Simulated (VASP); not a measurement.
# CdS (F-43m) in VASP: notebook, part 2 of 2

VASP 6.6.1. The steps go on from the part before.

## 3. Single point, PBE

INCAR

```
  PREC = Accurate
  ENCUT = 520
  EDIFF = 1E-6
  ISMEAR = 0
  SIGMA = 0.05
  LREAL = F
  LASPH = T
  NELM = 60
  ALGO = Normal
  ISIF = 2
  LWAVE = F
  LCHARG = F
  GGA = PE
  NBANDS = 16
```

KPOINTS

```
Automatic mesh
0
Gamma
  8 8 8
```

POSCAR

```
CdS
1.0
    0.0000000000      2.9165000000      2.9165000000
    2.9165000000      0.0000000000      2.9165000000
    2.9165000000      2.9165000000      0.0000000000
Cd S
1 1
Direct
    0.0000000000      0.0000000000      0.0000000000
    0.2500000000      0.2500000000      0.2500000000
```

Potentials or basis: VASP PAW PBE potentials, release 64 (Cd, S).

Run with:

```
cat potpaw_PBE.64/Cd/POTCAR potpaw_PBE.64/S/POTCAR > POTCAR
mpirun -np 1 vasp_std > vasp.out
```

OUTCAR:

```text
PREC = Accurate
   ENCUT = 520
   EDIFF = 1E-6
   ISMEAR = 0
   LREAL = F
   LASPH = T
   NELM = 60
   ISIF = 2
   GGA = PE

 ion  position               nearest neighbor table
   1  0.000  0.000  0.000-   2 2.53   2 2.53   2 2.53   2 2.53
   2  0.250  0.250  0.250-   1 2.53   1 2.53   1 2.53   1 2.53

  LATTYP: Found a face centered cubic cell.
 ALAT       =     5.8330000000

  Lattice vectors:

 A1 = (   0.0000000000,   2.9165000000,   2.9165000000)
 A2 = (   2.9165000000,   0.0000000000,   2.9165000000)
 A3 = (   2.9165000000,   2.9165000000,   0.0000000000)

Analysis of symmetry for initial positions (statically):
=====================================================================
 Subroutine PRICEL returns:
 Original cell was already a primitive cell.

 Routine SETGRP: Setting up the symmetry group for a
 face centered cubic supercell.

 Subroutine GETGRP returns: Found 24 space group operations
 (whereof 24 operations were pure point group operations)
 out of a pool of 48 trial point group operations.

The static configuration has the point symmetry T_d .

Analysis of symmetry for dynamics (positions and initial velocities):
=====================================================================
 Subroutine PRICEL returns:
 Original cell was already a primitive cell.

 Routine SETGRP: Setting up the symmetry group for a
 face centered cubic supercell.

 Subroutine GETGRP returns: Found 24 space group operations
 (whereof 24 operations were pure point group operations)
 out of a pool of 48 trial point group operations.

The dynamic configuration has the point symmetry T_d .

 Subroutine INISYM returns: Found 24 space group operations
 (whereof 24 operations are pure point group operations),
 and found     1 'primitive' translations

----------------------------------------------------------------------------------------

                                     Primitive cell

  volume of cell :      49.6153

  direct lattice vectors                    reciprocal lattice vectors
     0.000000000  2.916500000  2.916500000    -0.171438368  0.171438368  0.171438368
     2.916500000  0.000000000  2.916500000     0.171438368 -0.171438368  0.171438368
     2.916500000  2.916500000  0.000000000     0.171438368  0.171438368 -0.171438368

  length of vectors
     4.124553855  4.124553855  4.124553855     0.296939964  0.296939964  0.296939964

  position of ions in fractional coordinates (direct lattice)
     0.000000000  0.000000000  0.000000000
     0.250000000  0.250000000  0.250000000

  ion indices of the primitive-cell ions
   primitive index   ion index
                 1           1
                 2           2

----------------------------------------------------------------------------------------

 KPOINTS: Automatic mesh

Automatic generation of k-mesh.
 Grid dimensions read from file:
 generate k-points for:    8    8    8

 Generating k-lattice:

  Cartesian coordinates                     Fractional coordinates (reciprocal lattice)
    -0.021429796  0.021429796  0.021429796     0.125000000  0.000000000  0.000000000
     0.021429796 -0.021429796  0.021429796     0.000000000  0.125000000  0.000000000
     0.021429796  0.021429796 -0.021429796     0.000000000  0.000000000  0.125000000

  Length of vectors
     0.037117495  0.037117495  0.037117495

  Shift w.r.t. Gamma in fractional coordinates (k-lattice)
     0.000000000  0.000000000  0.000000000

 Subroutine IBZKPT returns following result:
 ===========================================

 Found     29 irreducible k-points:

 Following reciprocal coordinates:
            Coordinates               Weight
  0.000000  0.000000  0.000000      1.000000
  0.125000  0.000000  0.000000      8.000000
  0.250000  0.000000  0.000000      8.000000
  0.375000  0.000000  0.000000      8.000000
  0.500000  0.000000  0.000000      4.000000
  0.125000  0.125000  0.000000      6.000000
[... 16 lines left out ...]
  0.500000  0.250000  0.125000     48.000000
 -0.375000  0.250000  0.125000     24.000000
 [... further k-points ...]
   k-points           NKPTS =     29   k-points in BZ     NKDIM =     29   number of bands    NBANDS=     16
   number of dos      NEDOS =    301   number of ions     NIONS =      2
   total plane-waves  NPLWV =  32768
   dimension x,y,z NGX =    32 NGY =   32 NGZ =   32
   dimension x,y,z NGXF=    64 NGYF=   64 NGZF=   64
   ions per type =               1   1
   NGX,Y,Z   is equivalent  to a cutoff of  12.90, 12.90, 12.90 a.u.
   NGXF,Y,Z  is equivalent  to a cutoff of  25.80, 25.80, 25.80 a.u.
 SYSTEM =  unknown system
   PREC   = accura    normal or accurate (medium, high low for compatibility)
   ISTART =      0    job   : 0-new  1-cont  2-samecut
   ICHARG =      2    charge: 1-file 2-atom 10-const
   ISPIN  =      1    spin polarized calculation?
   LNONCOLLINEAR =      F non collinear calculations
   LSORBIT =      F    spin-orbit coupling
   LASPH  =      T    aspherical Exc in radial PAW
   ENCUT  =  520.0 eV  38.22 Ry    6.18 a.u.   7.67  7.67  7.67*2*pi/ulx,y,z
   NELM   =     60;   NELMIN=  2; NELMDL= -5     # of ELM steps
   EDIFF  = 0.1E-05   stopping-criterion for ELM
   LREAL  =      F    real-space projection
   EDIFFG = 0.1E-04   stopping-criterion for IOM
   NSW    =      0    number of steps for IOM
   IBRION =     -1    ionic relax: 0-MD 1-quasi-New 2-CG
   NFREE  =      0    steps in history (QN), initial steepest desc. (CG)
   ISIF   =      2    stress and relaxation
   ISYM   =      2    0-nonsym 1-usesym 2-fastsym
   POTIM  = 0.5000    time-step for ionic-motion
   TEBEG  =    0.0;   TEEND  =   0.0 temperature during run
   PSTRESS=    0.0 pullay stress
   NELECT =      18.0000    total number of electrons
   NUPDOWN=      -1.0000    fix difference up-down
   EMIN   =  10.00;   EMAX   =-10.00  energy-range for DOS
   EFERMI =   0.00;   METHOD = LEGACY
   ISMEAR =     0;   SIGMA  =   0.05  broadening in eV -4-tet -1-fermi 0-gaus
   EFERMI_NEDOS =   21; number of points for ismear=-14 and -15
   IALGO  =     38    algorithm
   IMIX   =      4    mixing-type and parameters
     AMIX     =   0.40;   BMIX     =  1.00
     AMIX_MAG =   1.60;   BMIX_MAG =  1.00
  volume/ion in A,a.u.               =      24.81       167.41
  Fermi-wavevector in a.u.,A,eV,Ry     =   1.167599  2.206442 18.548649  1.363287
  Thomas-Fermi vector in A             =   2.304097
   LORBIT       =      0    0 simple, 1 ext, 2 COOP (PROOUT), +10 PAW based schemes
   GGA     = PE    functional components
   LHFCALC =     F    Hartree Fock is set to
   AEXX    =    0.0000 exact exchange contribution
   IVDW    =     0    specifies the selected vdW correction
   LEPSILON=     F    determine dielectric tensor
   LRPA    =     F    only Hartree local field effects (RPA)
 non-spin polarized calculation
 Gauss-broadening in eV      SIGMA  =   0.05
  energy-cutoff  :      520.00
  volume of cell :       49.62
 maximum number of plane-waves:      1363
   NGX = 15   NGY = 15   NGZ = 15

 number of electron      18.0000004 magnetization

 Free energy of the ion-electron system (eV)
  ---------------------------------------------------
  ext. energy  EPLUGINS =         0.00000000
  ---------------------------------------------------
  free energy    TOTEN  =        -6.12127790 eV

  energy without entropy =       -6.12127790  energy(sigma->0) =       -6.12127790

 E-fermi :   1.6023     XC(G=0):  -9.1497

 val. band max:        1.3143350655   @ k =   0.0000   0.0000   0.0000
 cond. band min:       2.4640893463   @ k =   0.0000   0.0000   0.0000
 fundamental gap:      1.1497542808
 Fermi energy:         1.6022817969

 k-point     1 :       0.0000    0.0000    0.0000
  band No.  band energies     occupation
      1     -11.0554      2.00000
      2      -6.4138      2.00000
      3      -6.4138      2.00000
      4      -6.4138      2.00000
      5      -5.9339      2.00000
      6      -5.9339      2.00000
[... 8 lines left out ...]
     15      12.7950      0.00000
     16      12.7950      0.00000

 k-point     2 :       0.1250    0.0000    0.0000
  band No.  band energies     occupation
      1     -10.9933      2.00000
      2      -6.3913      2.00000
      3      -6.3913      2.00000
      4      -6.3600      2.00000
      5      -5.9349      2.00000
      6      -5.9349      2.00000
[... 8 lines left out ...]
     15      12.1973      0.00000
     16      13.3258      0.00000
[... 387 lines left out ...]
      5      -5.9002      2.00000
      6      -5.6424      2.00000
[... 8 lines left out ...]
     15      14.1446      0.00000
     16      14.4106      0.00000

 k-point    24 :      -0.3750    0.2500    0.1250
  band No.  band energies     occupation
      1     -10.5653      2.00000
      2      -6.2497      2.00000
      3      -6.2116      2.00000
      4      -5.9596      2.00000
      5      -5.9071      2.00000
      6      -5.4397      2.00000
[... 8 lines left out ...]
     15      13.6170      0.00000
     16      14.4856      0.00000

 [... further k-points ...]
[... 5 lines left out ...]
  --------------------------------------------------------------------------------------
  -------------------------------------------------------------------------------------
  Total        0.9935292      0.9935292      0.9935292     -0.0000000      0.0000000      0.0000000
  in kB       32.0830219     32.0830219     32.0830219     -0.0000000      0.0000000      0.0000000
  external PRESSURE =      32.0830219 kB  Pullay stress =       0.0000000 kB

 VOLUME and BASIS-vectors are now :
 -----------------------------------------------------------------------------
  energy-cutoff  :      520.00
  volume of cell :       49.62
      direct lattice vectors                 reciprocal lattice vectors
     0.000000000  2.916500000  2.916500000    -0.171438368  0.171438368  0.171438368
     2.916500000  0.000000000  2.916500000     0.171438368 -0.171438368  0.171438368
     2.916500000  2.916500000  0.000000000     0.171438368  0.171438368 -0.171438368

 POSITION                                       TOTAL-FORCE (eV/Angst)
 -----------------------------------------------------------------------------------
      0.00000      0.00000      0.00000         0.000000     -0.000000     -0.000000
      1.45825      1.45825      1.45825        -0.000000      0.000000      0.000000
 -----------------------------------------------------------------------------------
    total drift:                               -0.000000     -0.000000     -0.000000

  FREE ENERGIE OF THE ION-ELECTRON SYSTEM (eV)
  ---------------------------------------------------
  free  energy   TOTEN  =        -6.1212779007 eV

  energy  without entropy=       -6.1212779007  energy(sigma->0) =       -6.12127790
```

stdout:

```text
POSCAR found type information on POSCAR CdS
 POSCAR found :  2 types and       2 ions
 scaLAPACK will be used
 LDA part: xc-table for (Slater+PW92), standard interpolation
 POSCAR, INCAR and KPOINTS ok, starting setup
 FFT: planning ... GRIDC
 FFT: planning ... GRID_SOFT
 FFT: planning ... GRID
 WAVECAR not read
 entering main loop
```

It took 13 s on 1 thread of Intel Xeon Platinum 8488C (Sapphire Rapids), shared host; peak memory 0.18 GiB.

Results:

* Free energy: -6.1213 eV
* Pressure: 3.2 GPa
* Band gap on the k mesh: 1.15 eV, direct

Levels at points of the mesh, in eV from the valence-band top:
| k point | band 7 | band 8 | band 9 | band 10 | band 11 | band 12 |
| --- | --- | --- | --- | --- | --- | --- |
| (0.00, 0.00, 0.00) | 0.00 | 0.00 | 0.00 | 1.15 | 6.55 | 6.55 |
| (0.50, 0.00, 0.00) | -4.40 | -0.75 | -0.75 | 3.02 | 7.01 | 7.01 |
| (0.50, 0.50, 0.00) | -3.95 | -1.88 | -1.88 | 3.55 | 4.35 | 9.23 |

## 4. Single point, PBE

INCAR

```
ALGO = Normal ; EDIFF = 1E-6
ENCUT = 520 ; GGA = PE
ISIF = 2 ; ISMEAR = 0
LASPH = T ; LCHARG = T
LELF = T ; LREAL = F
LVHAR = T ; LWAVE = F
NBANDS = 16 ; NELECT = 17.8
NELM = 80 ; PREC = Accurate
SIGMA = 0.05
```

KPOINTS

```
k-points
0
Gamma
  8 8 8
```

POSCAR is that of step 3.

Run with:

```
cat potpaw_PBE.64/Cd/POTCAR potpaw_PBE.64/S/POTCAR > POTCAR
mpirun -np 1 vasp_std > vasp.out
```

Run time: 16 s. Hardware: 1 thread of Intel Xeon Platinum 8488C (Sapphire Rapids), shared host; peak memory 0.18 GiB.

It converged, with:

```yaml
Free_energy: -6.3287 eV
```

Levels at points of the mesh, in eV from the Fermi level:
```tsv
k point	band 5	band 6	band 7	band 8	band 9	band 10	band 11	band 12	band 13	band 14
(0.00, 0.00, 0.00)	-6.76	-6.76	0.38	0.38	0.38	1.70	7.09	7.09	7.09	11.99
(0.50, 0.00, 0.00)	-6.73	-6.40	-3.92	-0.35	-0.35	3.56	7.57	7.57	8.03	11.73
(0.50, 0.50, 0.00)	-6.68	-6.33	-3.48	-1.45	-1.45	4.18	4.88	9.77	11.30	11.30
```

Caveat: the cell carries a net charge on a neutralising background, which shifts energy and pressure; the cell is charged against a uniform background, so pressure and absolute levels hang on convention.

## 5. Single point, PBE

INCAR

```
  PREC = Accurate
  ENCUT = 520
  EDIFF = 1E-7
  ISMEAR = 0
  SIGMA = 0.05
  LREAL = F
  LASPH = T
  NELM = 80
  ALGO = Normal
  ISIF = 2
  LWAVE = F
  LCHARG = F
  GGA = PE
  NBANDS = 16
  NELECT = 18.2
```

KPOINTS

```
regular mesh
0
Gamma
  8 8 8
```

POSCAR is that of step 4.

Run with:

```
cat potpaw_PBE.64/Cd/POTCAR potpaw_PBE.64/S/POTCAR > POTCAR
mpirun -np 1 vasp_std > vasp.out
```

Run time: 25 s. Hardware: 1 thread of Intel Xeon Platinum 8488C (Sapphire Rapids), shared host; peak memory 0.18 GiB.

It converged, with:

| Quantity | Value |
| --- | --- |
| Free energy | -5.3403 eV |

Levels at points of the mesh, in eV from the Fermi level:
| k point | band 5 | band 6 | band 7 | band 8 | band 9 | band 10 | band 11 | band 12 | band 13 | band 14 |
| --- | --- | --- | --- | --- | --- | --- | --- | --- | --- | --- |
| (0.00, 0.00, 0.00) | -10.23 | -10.23 | -2.98 | -2.98 | -2.98 | -1.94 | 3.49 | 3.49 | 3.49 | 8.27 |
| (0.50, 0.00, 0.00) | -10.20 | -9.85 | -7.44 | -3.74 | -3.74 | -0.06 | 3.94 | 3.94 | 4.34 | 7.91 |
| (0.50, 0.50, 0.00) | -10.15 | -9.79 | -6.97 | -4.89 | -4.89 | 0.40 | 1.29 | 6.12 | 7.72 | 7.72 |

Caveat: the cell carries a net charge on a neutralising background, which shifts energy and pressure; the cell is charged against a uniform background, so pressure and absolute levels hang on convention.

## 6. Single point, PBE

This run uses another cell than the first one, of 27.78 Å³/atom, 1.120 times its volume.

INCAR

```
PREC     = Accurate       # precision mode
ENCUT    = 520            # plane-wave cutoff, eV
EDIFF    = 1E-6           # SCF threshold, eV
ISMEAR   = 0              # smearing method
SIGMA    = 0.05           # smearing width, eV
LREAL    = F              # projectors in reciprocal space
LASPH    = T              # aspherical terms in the spheres
NELM     = 80             # most SCF steps
ALGO     = Normal         # electronic algorithm
ISIF     = 2              # what is computed and relaxed
LWAVE    = F              # write WAVECAR
LCHARG   = F              # write CHGCAR
GGA      = PE             # functional
NBANDS   = 16             # bands
```

KPOINTS

```
Automatic mesh
0
Gamma
  8 8 8
```

POSCAR

```
CdS
1.0
    0.0000000000      3.0287818096      3.0287818096
    3.0287818096      0.0000000000      3.0287818096
    3.0287818096      3.0287818096      0.0000000000
Cd S
1 1
Direct
    0.0000000000      0.0000000000      0.0000000000
    0.2500000000      0.2500000000      0.2500000000
```

Potentials or basis: VASP PAW PBE potentials, release 64 (Cd, S).

Run with:

```
cat potpaw_PBE.64/Cd/POTCAR potpaw_PBE.64/S/POTCAR > POTCAR
mpirun -np 1 vasp_std > vasp.out
```

It took 30 s on 1 thread of Intel Xeon Platinum 8488C (Sapphire Rapids), shared host; peak memory 0.18 GiB.

Results (log left out):

```yaml
Free_energy: -6.1180 eV
Pressure: -2.8 GPa
Band_gap_on_the_k_mesh: 0.89 eV, direct
```

Levels at points of the mesh, in eV from the valence-band top:
```csv
k point,band 5,band 6,band 7,band 8,band 9,band 10,band 11,band 12,band 13,band 14
"(0.00, 0.00, 0.00)",-7.05,-7.05,0.00,0.00,0.00,0.89,6.54,6.54,6.54,10.81
"(0.50, 0.00, 0.00)",-7.03,-6.76,-3.77,-0.60,-0.60,2.82,6.98,6.98,7.11,10.74
"(0.50, 0.50, 0.00)",-6.99,-6.71,-3.48,-1.52,-1.52,3.72,4.16,8.79,10.10,10.10
```

PBE gaps usually lie below the measured ones, often by a third to a half.
